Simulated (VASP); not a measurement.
Wanted: the native input for a VASP 6.6.1 run.

* Task: single point
* Functional: PBE
* Potentials or basis: VASP PAW PBE potentials, release 64 (Hg)
* Cutoff: 500 eV
* k mesh: 4 × 4 × 4, shifted
* Occupations: gaussian, width 0.1 eV
* Spin: no spin polarisation
* Dipole correction: no
* Further INCAR settings: ALGO = Normal; EDIFF = 1e-06; NBANDS = 12

The structure of Hg lies in POSCAR:

```
Hg
1.0
    2.2324859626     -2.0444934443      0.0000000000
    2.2324859626      2.0444934443      0.0000000000
   -0.3485025248      0.0000000000      3.0377728008
Hg
1
Direct
    0.5000000000      0.5000000000      0.5000000000
```

The input as run:

INCAR

```
ALGO = Normal
EDIFF = 1E-6
ENCUT = 500
GGA = PE
GGA_COMPAT = False
ISIF = 2
ISMEAR = 0
LASPH = True
LCHARG = True
LELF = True
LREAL = False
LVHAR = True
LWAVE = False
NBANDS = 12
NELM = 120
PREC = Accurate
SIGMA = 0.1
```

KPOINTS

```
Automatic mesh
0
Gamma
  4 4 4
  0 0 0.5
```

Potentials or basis: VASP PAW PBE potentials, release 64 (Hg).

Launch:

```console
$ cat potpaw_PBE.64/Hg/POTCAR > POTCAR
$ mpirun -np 1 vasp_std > vasp.out
```

Results of the run:

The pressure is 3.7 GPa and the band gap on the k mesh is zero (band 6 reaches 3.78 eV, above the bottom of band 7 at 0.58 eV).

Caveat: the k points lie up to 0.52 Å⁻¹ apart; spin-orbit coupling is left out, which moves the levels of the heavy elements.

Wall time 6.9 s on 1 thread of Intel(R) Xeon(R) Platinum 8175M CPU @ 2.50GHz (Skylake/Cascade Lake) (shared host), peak memory 0.14 GiB.
